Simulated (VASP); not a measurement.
A run of VASP 6.6.1 is set up as follows.

INCAR

```
SYSTEM = TlCd2Se2
PREC = Accurate
ENCUT = 520
EDIFF = 1E-7
ISMEAR = 0
SIGMA = 0.0206
LREAL = .False.
LASPH = .True.
NELM = 60
ALGO = Normal
ISIF = 2
LWAVE = .False.
LCHARG = .False.
GGA = PE
NBANDS = 32
```

Contents of KPOINTS:

```
regular mesh
0
Gamma
  5 5 5
  0 0 0
```

Contents of POSCAR:

```
TlCd2Se2
1.0
    0.0000000000      4.1821410000      0.0000000000
    4.1821410000      0.0000000000      0.0000000000
    2.0910710000      2.0910710000     -7.4069110000
Tl Cd Se
1 2 2
Direct
    0.0000000000      0.0000000000      0.0000000000
    0.7500000000      0.2500000000      0.5000000000
    0.2500000000      0.7500000000      0.5000000000
    0.3600000000      0.3600000000      0.2800000000
    0.6400000000      0.6400000000      0.7200000000
```

Potentials or basis: VASP PAW PBE potentials, release 64 (Tl_d, Cd, Se).

Command:

```sh
$ cat potpaw_PBE.64/Tl_d/POTCAR potpaw_PBE.64/Cd/POTCAR potpaw_PBE.64/Se/POTCAR > POTCAR
$ mpirun -np 1 vasp_std > vasp.out
```

Problem. Estimate the largest force.

Solution. 1.678 eV/Å.

Problem. What does it give for the pressure?

Solution. 8.7 GPa.

Forces in eV/Å, atoms in the order of the input:
```
Tl   0.000  0.000  0.000
Cd   0.000  0.000  0.000
Cd   0.000  0.000  0.000
Se   0.000  0.000  1.678
Se   0.000  0.000 -1.678
```

Caveat: forces of over 1 eV/Å act on the atoms, so gaps and moduli don't describe the material at rest.
